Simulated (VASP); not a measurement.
A run of VASP 6.6.1 is set up as follows.

The input INCAR:

```
ALGO = Normal
EDIFF = 1E-6
ENCUT = 520
ISIF = 2
ISMEAR = -1
LASPH = True
LCHARG = False
LREAL = False
LWAVE = False
NBANDS = 7
NELM = 60
PREC = Accurate
SIGMA = 0.05
```

Contents of KPOINTS:

```
k-points
0
Gamma
  21 21 21
```

POSCAR

```
Be
1.0
    0.0000000000      1.1903256587      1.1903256587
    1.1903256587      0.0000000000      1.1903256587
    1.1903256587      1.1903256587      0.0000000000
Be
1
Direct
    0.0000000000      0.0000000000      0.0000000000
```

Potentials or basis: VASP PAW LDA potentials, release 64 (Be).

Launch:

```sh
$ cat potpaw_LDA.64/Be/POTCAR > POTCAR
$ mpirun -np 1 vasp_std > vasp.out
```

(1) What does it give for the pressure?

(2) Predict the band gap on the k mesh.

Results:

(1) 399.4 GPa.

(2) zero (band 1 reaches 17.01 eV, above the bottom of band 2 at 16.13 eV).
